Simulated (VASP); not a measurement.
# BaIr3 (Pm-3m) in VASP: density of states with PBE

Aim: the density of states of BaIr3 with PBE.

Program: VASP 6.6.1. These are calculated values, not measurements. Logs are shortened: lines on timing, memory, paths and dates and some standing lists are left out, and cuts for length are marked.

**1. The cell of the first run**

Symmetry: Pm-3m, No. 221, cubic system. Conventional cell: a = 4.221 Å, b = 4.221 Å, c = 4.221 Å, α = 90.00°, β = 90.00°, γ = 90.00°. Within 3.9 Å of Ba (site symmetry m-3m) lie 12 Ir at 2.98 Å. Ir (site symmetry 4/mmm) has 4 Ba at 2.98 Å and 8 Ir at 2.98 Å within 3.9 Å.

**2. Density of states, PBE**

POSCAR reads:

```
BaIr3
1.0
    4.2211000332      0.0000000000      0.0000000000
    0.0000000000      4.2211000332      0.0000000000
    0.0000000000      0.0000000000      4.2211000332
Ba Ir
1 3
Direct
    0.0000000000      0.0000000000      0.0000000000
    0.0000000000      0.5000000000      0.5000000000
    0.5000000000      0.5000000000      0.0000000000
    0.5000000000      0.0000000000      0.5000000000
```

INCAR.step1 reads:

```
SYSTEM = BaIr3
ALGO = Normal
EDIFF = 1E-6
ENCUT = 520
GGA = PE
ISIF = 2
ISMEAR = 0
LASPH = .TRUE.
LCHARG = .TRUE.
LMAXMIX = 4
LREAL = .FALSE.
LWAVE = .FALSE.
NBANDS = 26
NELM = 100
PREC = Accurate
SIGMA = 0.05
```

KPOINTS.step1 reads:

```
k-points
0
G
  8 8 8
  0 0 0
```

INCAR.step2 reads:

```
SYSTEM = BaIr3
ALGO = Normal
EDIFF = 1E-6
ENCUT = 520
GGA = PE
ICHARG = 11
ISIF = 2
ISMEAR = -5
LASPH = .TRUE.
LCHARG = .FALSE.
LMAXMIX = 4
LORBIT = 10
LREAL = .FALSE.
LWAVE = .FALSE.
NEDOS = 1001
NELM = 100
PREC = Accurate
SIGMA = 0.05
```

KPOINTS.step2 reads:

```
k-points
0
G
  12 12 12
  0 0 0
```

Potentials or basis: VASP PAW PBE potentials, release 64 (Ba_sv, Ir).

On the command line:

```sh
cat potpaw_PBE.64/Ba_sv/POTCAR potpaw_PBE.64/Ir/POTCAR > POTCAR
cp INCAR.step1 INCAR
cp KPOINTS.step1 KPOINTS
mpirun -np 1 vasp_std > vasp.out
cp INCAR.step2 INCAR
cp KPOINTS.step2 KPOINTS
mpirun -np 1 vasp_std > vasp.out
```

OUTCAR:

```text
SYSTEM = BaIr3
   EDIFF = 1E-6
   ENCUT = 520
   GGA = PE
   ICHARG = 11
   ISIF = 2
   ISMEAR = -5
   LASPH = .TRUE.
   LORBIT = 10
   LREAL = .FALSE.
   NELM = 100
   PREC = Accurate

 ion  position               nearest neighbor table
   1  0.000  0.000  0.000-   2 2.98   3 2.98   4 2.98   2 2.98   4 2.98   2 2.98   3 2.98   2 2.98
                             3 2.98   4 2.98   4 2.98   3 2.98
   2  0.000  0.500  0.500-   1 2.98   3 2.98   4 2.98   1 2.98   3 2.98   1 2.98   4 2.98   1 2.98
                             3 2.98   4 2.98   3 2.98   4 2.98
   3  0.500  0.500  0.000-   1 2.98   2 2.98   4 2.98   2 2.98   4 2.98   1 2.98   4 2.98   4 2.98
                             1 2.98   2 2.98   2 2.98   1 2.98
   4  0.500  0.000  0.500-   1 2.98   2 2.98   3 2.98   1 2.98   3 2.98   2 2.98   3 2.98   3 2.98
                             1 2.98   2 2.98   1 2.98   2 2.98

  LATTYP: Found a simple cubic cell.
 ALAT       =     4.2211000332

  Lattice vectors:

 A1 = (   4.2211000332,   0.0000000000,   0.0000000000)
 A2 = (   0.0000000000,   4.2211000332,   0.0000000000)
 A3 = (   0.0000000000,   0.0000000000,   4.2211000332)

Analysis of symmetry for initial positions (statically):
=====================================================================
 Subroutine PRICEL returns:
 Original cell was already a primitive cell.

 Routine SETGRP: Setting up the symmetry group for a
 simple cubic supercell.

 Subroutine GETGRP returns: Found 48 space group operations
 (whereof 48 operations were pure point group operations)
 out of a pool of 48 trial point group operations.

The static configuration has the point symmetry O_h .

Analysis of symmetry for dynamics (positions and initial velocities):
=====================================================================
 Subroutine PRICEL returns:
 Original cell was already a primitive cell.

 Routine SETGRP: Setting up the symmetry group for a
 simple cubic supercell.

 Subroutine GETGRP returns: Found 48 space group operations
 (whereof 48 operations were pure point group operations)
 out of a pool of 48 trial point group operations.

The dynamic configuration has the point symmetry O_h .

 Subroutine INISYM returns: Found 48 space group operations
 (whereof 48 operations are pure point group operations),
 and found     1 'primitive' translations

----------------------------------------------------------------------------------------

                                     Primitive cell

  volume of cell :      75.2102

  direct lattice vectors                    reciprocal lattice vectors
     4.221100033  0.000000000  0.000000000     0.236905070  0.000000000  0.000000000
     0.000000000  4.221100033  0.000000000     0.000000000  0.236905070  0.000000000
     0.000000000  0.000000000  4.221100033     0.000000000  0.000000000  0.236905070

  length of vectors
     4.221100033  4.221100033  4.221100033     0.236905070  0.236905070  0.236905070

  position of ions in fractional coordinates (direct lattice)
     0.000000000  0.000000000  0.000000000
     0.000000000  0.500000000  0.500000000
     0.500000000  0.500000000  0.000000000
     0.500000000  0.000000000  0.500000000

  ion indices of the primitive-cell ions
   primitive index   ion index
                 1           1
                 2           2
                 3           3
                 4           4

----------------------------------------------------------------------------------------

 KPOINTS: k-points

Automatic generation of k-mesh.
 Grid dimensions read from file:
 generate k-points for:   12   12   12

 Generating k-lattice:

  Cartesian coordinates                     Fractional coordinates (reciprocal lattice)
     0.019742089  0.000000000  0.000000000     0.083333333  0.000000000  0.000000000
     0.000000000  0.019742089  0.000000000     0.000000000  0.083333333  0.000000000
     0.000000000  0.000000000  0.019742089     0.000000000  0.000000000  0.083333333

  Length of vectors
     0.019742089  0.019742089  0.019742089

  Shift w.r.t. Gamma in fractional coordinates (k-lattice)
     0.000000000  0.000000000  0.000000000

 TETIRR: Found    854 inequivalent tetrahedra from    10368

 Subroutine IBZKPT returns following result:
 ===========================================

 Found     84 irreducible k-points:

 Following reciprocal coordinates:
            Coordinates               Weight
  0.000000  0.000000  0.000000      1.000000
  0.083333  0.000000  0.000000      6.000000
  0.166667  0.000000  0.000000      6.000000
  0.250000  0.000000  0.000000      6.000000
  0.333333  0.000000  0.000000      6.000000
  0.416667  0.000000  0.000000      6.000000
[... 16 lines left out ...]
  0.333333  0.333333  0.000000     12.000000
  0.416667  0.333333  0.000000     24.000000
 [... further k-points ...]
   k-points           NKPTS =     84   k-points in BZ     NKDIM =     84   number of bands    NBANDS=     22
   number of dos      NEDOS =   1001   number of ions     NIONS =      4
   total plane-waves  NPLWV =  32768
   dimension x,y,z NGX =    32 NGY =   32 NGZ =   32
   dimension x,y,z NGXF=    64 NGYF=   64 NGZF=   64
   ions per type =               1   3
   NGX,Y,Z   is equivalent  to a cutoff of  12.60, 12.60, 12.60 a.u.
   NGXF,Y,Z  is equivalent  to a cutoff of  25.21, 25.21, 25.21 a.u.
 SYSTEM =  BaIr3
   PREC   = accura    normal or accurate (medium, high low for compatibility)
   ISTART =      0    job   : 0-new  1-cont  2-samecut
   ICHARG =     11    charge: 1-file 2-atom 10-const
   ISPIN  =      1    spin polarized calculation?
   LNONCOLLINEAR =      F non collinear calculations
   LSORBIT =      F    spin-orbit coupling
   LASPH  =      T    aspherical Exc in radial PAW
   ENCUT  =  520.0 eV  38.22 Ry    6.18 a.u.   7.85  7.85  7.85*2*pi/ulx,y,z
   NELM   =    100;   NELMIN=  2; NELMDL=  0     # of ELM steps
   EDIFF  = 0.1E-05   stopping-criterion for ELM
   LREAL  =      F    real-space projection
   EDIFFG = 0.1E-04   stopping-criterion for IOM
   NSW    =      0    number of steps for IOM
   IBRION =     -1    ionic relax: 0-MD 1-quasi-New 2-CG
   NFREE  =      0    steps in history (QN), initial steepest desc. (CG)
   ISIF   =      2    stress and relaxation
   ISYM   =      2    0-nonsym 1-usesym 2-fastsym
   POTIM  = 0.5000    time-step for ionic-motion
   TEBEG  =    0.0;   TEEND  =   0.0 temperature during run
   PSTRESS=    0.0 pullay stress
   NELECT =      37.0000    total number of electrons
   NUPDOWN=      -1.0000    fix difference up-down
   EMIN   =  10.00;   EMAX   =-10.00  energy-range for DOS
   EFERMI =   0.00;   METHOD = LEGACY
   ISMEAR =    -5;   SIGMA  =   0.05  broadening in eV -4-tet -1-fermi 0-gaus
   EFERMI_NEDOS =   21; number of points for ismear=-14 and -15
   IALGO  =     38    algorithm
   IMIX   =      4    mixing-type and parameters
     AMIX     =   0.40;   BMIX     =  1.00
     AMIX_MAG =   1.60;   BMIX_MAG =  1.00
  volume/ion in A,a.u.               =      18.80       126.89
  Fermi-wavevector in a.u.,A,eV,Ry     =   1.292359  2.442204 22.724331  1.670191
  Thomas-Fermi vector in A             =   2.424072
   LORBIT       =     10    0 simple, 1 ext, 2 COOP (PROOUT), +10 PAW based schemes
   GGA     = PE    functional components
   LHFCALC =     F    Hartree Fock is set to
   AEXX    =    0.0000 exact exchange contribution
   IVDW    =     0    specifies the selected vdW correction
   LEPSILON=     F    determine dielectric tensor
   LRPA    =     F    only Hartree local field effects (RPA)
 non-spin polarized calculation
 Fermi weights with tetrahedron method with Bloechl corrections
  energy-cutoff  :      520.00
  volume of cell :       75.21
 maximum number of plane-waves:      2048
 NGX is ok and might be reduce to    32

 number of electron      37.0000005 magnetization

 Free energy of the ion-electron system (eV)
  ---------------------------------------------------
  ext. energy  EPLUGINS =         0.00000000
  ---------------------------------------------------
  free energy    TOTEN  =       -24.79639824 eV

  energy without entropy =      -24.79639824  energy(sigma->0) =      -24.79639824

 E-fermi :   6.0650     XC(G=0): -12.3096

 val. band max:        6.1180659591   @ k =   0.5000   0.5000   0.5000
 cond. band min:       6.0297451173   @ k =   0.5000   0.2500   0.0000
 fundamental gap:     -0.0883208417
 Fermi energy:         6.0650189037

 k-point     1 :       0.0000    0.0000    0.0000
  band No.  band energies     occupation
      1     -19.5122      2.00000
      2      -4.9583      2.00000
      3      -4.9583      2.00000
      4      -4.9583      2.00000
      5      -0.6304      2.00000
      6       1.4432      2.00000
[... 14 lines left out ...]
     21      10.3177      0.00000
     22      10.3177      0.00000

 k-point     2 :       0.0833    0.0000    0.0000
  band No.  band energies     occupation
      1     -19.5068      2.00000
      2      -5.0629      2.00000
      3      -4.9720      2.00000
      4      -4.9720      2.00000
      5      -0.5127      2.00000
      6       1.5116      2.00000
[... 14 lines left out ...]
     21       9.4812      0.00000
     22      10.4572      0.00000

 k-point     3 :       0.1667    0.0000    0.0000
  band No.  band energies     occupation
      1     -19.4922      2.00000
      2      -5.3238      2.00000
      3      -5.0090      2.00000
      4      -5.0090      2.00000
      5      -0.1985      2.00000
      6       1.7121      2.00000
[... 14 lines left out ...]
     21       8.3009      0.00000
     22      10.6378      0.00000

 k-point     4 :       0.2500    0.0000    0.0000
  band No.  band energies     occupation
      1     -19.4720      2.00000
      2      -5.6366      2.00000
      3      -5.0581      2.00000
      4      -5.0581      2.00000
      5       0.2431      2.00000
      6       2.0283      2.00000
[... 14 lines left out ...]
     21       7.4772      0.00000
     22      10.5231      0.00000

 k-point     5 :       0.3333    0.0000    0.0000
  band No.  band energies     occupation
      1     -19.4516      2.00000
      2      -5.9137      2.00000
      3      -5.1058      2.00000
      4      -5.1058      2.00000
      5       0.7535      2.00000
      6       2.3986      2.00000
[... 14 lines left out ...]
     21       7.4780      0.00000
     22      10.1420      0.00000

 k-point     6 :       0.4167    0.0000    0.0000
  band No.  band energies     occupation
      1     -19.4365      2.00000
      2      -6.0995      2.00000
      3      -5.1399      2.00000
      4      -5.1399      2.00000
      5       1.2413      2.00000
      6       2.5455      2.00000
[... 14 lines left out ...]
     21       7.4786      0.00000
     22       9.7604      0.00000

 k-point     7 :       0.5000    0.0000    0.0000
  band No.  band energies     occupation
      1     -19.4310      2.00000
      2      -6.1644      2.00000
      3      -5.1522      2.00000
      4      -5.1522      2.00000
      5       1.4766      2.00000
      6       2.6106      2.00000
[... 324 lines left out ...]
      6       2.4325      2.00000
[... 14 lines left out ...]
     21       6.6055      0.00000
     22       9.0372      0.00000

 k-point    21 :       0.4167    0.2500    0.0000
  band No.  band energies     occupation
      1     -19.4148      2.00000
      2      -5.9472      2.00000
      3      -5.4988      2.00000
      4      -5.2098      2.00000
      5       1.6677      2.00000
      6       2.7102      2.00000
[... 14 lines left out ...]
     21       6.5031      0.00000
     22       9.0683      0.00000

 k-point    22 :       0.5000    0.2500    0.0000
  band No.  band energies     occupation
      1     -19.4106      2.00000
      2      -5.9921      2.00000
      3      -5.4996      2.00000
      4      -5.2202      2.00000
      5       1.8616      2.00000
      6       2.8281      2.00000
[... 14 lines left out ...]
     21       6.4599      0.00000
     22       9.0878      0.00000

 k-point    23 :       0.3333    0.3333    0.0000
  band No.  band energies     occupation
      1     -19.4133      2.00000
      2      -5.8164      2.00000
      3      -5.6268      2.00000
      4      -5.2175      2.00000
      5       1.6057      2.00000
      6       2.5293      2.00000
[... 14 lines left out ...]
     21       6.5270      0.00000
     22       8.9984      0.00000

 k-point    24 :       0.4167    0.3333    0.0000
  band No.  band energies     occupation
      1     -19.4039      2.00000
      2      -5.8689      2.00000
      3      -5.6595      2.00000
      4      -5.2438      2.00000
      5       1.9259      2.00000
      6       2.6839      2.00000
[... 14 lines left out ...]
     21       6.3694      0.00000
     22       9.0224      0.00000

 [... further k-points ...]
[... 5 lines left out ...]
  --------------------------------------------------------------------------------------
  -------------------------------------------------------------------------------------
  Total        1.5339744      1.5339744      1.5339744     -0.0000000      0.0000000     -0.0000000
  in kB       32.6777217     32.6777217     32.6777217     -0.0000000      0.0000000     -0.0000000
  external PRESSURE =      32.6777217 kB  Pullay stress =       0.0000000 kB

 VOLUME and BASIS-vectors are now :
 -----------------------------------------------------------------------------
  energy-cutoff  :      520.00
  volume of cell :       75.21
      direct lattice vectors                 reciprocal lattice vectors
     4.221100033  0.000000000  0.000000000     0.236905070  0.000000000  0.000000000
     0.000000000  4.221100033  0.000000000     0.000000000  0.236905070  0.000000000
     0.000000000  0.000000000  4.221100033     0.000000000  0.000000000  0.236905070

 POSITION                                       TOTAL-FORCE (eV/Angst)
 -----------------------------------------------------------------------------------
      0.00000      0.00000      0.00000         0.000000      0.000000      0.000000
      0.00000      2.11055      2.11055         0.000000      0.000000      0.000000
      2.11055      2.11055      0.00000         0.000000      0.000000      0.000000
      2.11055      0.00000      2.11055         0.000000      0.000000      0.000000
 -----------------------------------------------------------------------------------
    total drift:                                0.000000     -0.000000     -0.000000

  FREE ENERGIE OF THE ION-ELECTRON SYSTEM (eV)
  ---------------------------------------------------
  free  energy   TOTEN  =       -24.7963982388 eV

  energy  without entropy=      -24.7963982388  energy(sigma->0) =      -24.79639824

 total charge

# of ion       s       p       d       tot
------------------------------------------
    1        2.079   5.528   0.887   8.494
    2        0.620   0.346   7.032   7.998
    3        0.620   0.346   7.032   7.998
    4        0.620   0.346   7.032   7.998
--------------------------------------------------
tot          3.938   6.568  21.983  32.489
```

Run time: 43 s. Hardware: 1 thread of Intel Xeon 6975P-C (Granite Rapids), shared host; peak memory 0.26 GiB.

What came out:

```
Valence electrons inside the program's atomic spheres : Ba 8.49; Ir 8.00
```

Caveat: spin-orbit coupling is left out, which moves the levels of the heavy elements; tetrahedron occupations give inexact forces and stress in metals.
